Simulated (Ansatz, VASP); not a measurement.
## One calculation of CaO, two programs

INCAR

```
SYSTEM = CaO
PREC     = Accurate       ! precision mode
ENCUT    = 520            ! plane-wave cutoff, eV
EDIFF    = 1E-7           ! SCF threshold, eV
ISMEAR   = 0              ! smearing method
SIGMA    = 0.1            ! smearing width, eV
LREAL    = Auto         
LASPH    = .TRUE.         ! aspherical terms in the spheres
NELM     = 60             ! most SCF steps
ALGO     = Normal         ! electronic algorithm
ISIF     = 2              ! what is computed and relaxed
LWAVE    = .FALSE.        ! write WAVECAR
LCHARG   = .FALSE.        ! write CHGCAR
GGA      = PE             ! functional
NBANDS   = 78             ! bands
```

KPOINTS

```
regular mesh
0
G
  2 2 4
  0 0 0
```

POSCAR

```
CaO
1.0
    8.6389517900      0.0000000000      0.0000000000
    0.0000000000      8.6389517900      0.0000000000
    0.0000000000      0.0000000000      4.1257252800
Ca O
8 8
Direct
    0.6913084800      0.6225034900      0.0000000000
    0.8774965100      0.8086915200      0.5000000000
    0.3086915200      0.3774965100      0.0000000000
    0.1225034900      0.1913084800      0.5000000000
    0.6225034900      0.3086915200      0.5000000000
    0.8086915200      0.1225034900      0.0000000000
    0.3774965100      0.6913084800      0.5000000000
    0.1913084800      0.8774965100      0.0000000000
    0.1225034900      0.8086915200      0.5000000000
    0.3086915200      0.6225034900      0.0000000000
    0.8774965100      0.1913084800      0.5000000000
    0.6913084800      0.3774965100      0.0000000000
    0.1913084800      0.1225034900      0.0000000000
    0.3774965100      0.3086915200      0.5000000000
    0.8086915200      0.8774965100      0.0000000000
    0.6225034900      0.6913084800      0.5000000000
```

Input for Ansatz:

```yaml
crystal:
  lattice:
    - [8.63895179, 0.0, 0.0]
    - [0.0, 8.63895179, 0.0]
    - [0.0, 0.0, 4.12572528]
  atoms:
    - { symbol: Ca, position: [0.69130848, 0.62250349, 0.0] }
    - { symbol: Ca, position: [0.87749651, 0.80869152, 0.5] }
    - { symbol: Ca, position: [0.30869152, 0.37749651, 0.0] }
    - { symbol: Ca, position: [0.12250349, 0.19130848, 0.5] }
    - { symbol: Ca, position: [0.62250349, 0.30869152, 0.5] }
    - { symbol: Ca, position: [0.80869152, 0.12250349, 0.0] }
    - { symbol: Ca, position: [0.37749651, 0.69130848, 0.5] }
    - { symbol: Ca, position: [0.19130848, 0.87749651, 0.0] }
    - { symbol: O, position: [0.12250349, 0.80869152, 0.5] }
    - { symbol: O, position: [0.30869152, 0.62250349, 0.0] }
    - { symbol: O, position: [0.87749651, 0.19130848, 0.5] }
    - { symbol: O, position: [0.69130848, 0.37749651, 0.0] }
    - { symbol: O, position: [0.19130848, 0.12250349, 0.0] }
    - { symbol: O, position: [0.37749651, 0.30869152, 0.5] }
    - { symbol: O, position: [0.80869152, 0.87749651, 0.0] }
    - { symbol: O, position: [0.62250349, 0.69130848, 0.5] }
basis:
  ecutwfc: 420
kpoints:
  mp_grid: { grid: [2, 2, 4] }
hamiltonian:
  xc: pbe
scf:
  occupations: { method: gaussian, width: 0.1 }
  lower_state_search: "off"
output:
  forces: true
  stress: true
  eigenvalues: true
```

Alike in both runs: task single point; functional PBE; k mesh 2 × 2 × 4; occupations gaussian, width 0.1 eV; no spin polarisation.

```csv
,VASP,Ansatz
version,VASP 6.6.1,Ansatz 0.2.0
potentials or method,"VASP PAW PBE potentials, release 64 (Ca_sv, O), cutoff 520 eV","scalar-relativistic, plane waves, PAW"
valence electrons in the cell,128,128
```

```csv
,VASP,Ansatz,Ansatz less VASP
gap on the k mesh at the Fermi level (eV),1.73,1.75,+0.017
least direct gap on the mesh (eV),1.73,1.75,+0.017
pressure (GPa),6.0,5.5,-0.53
"traceless stress, the component that is largest in VASP (GPa)",3.88,3.71,-0.174
rms of the force components (eV/Å),0.693,0.688,-0.0057
```

Atom by atom the forces differ by 0.019 eV/Å (rms over components).
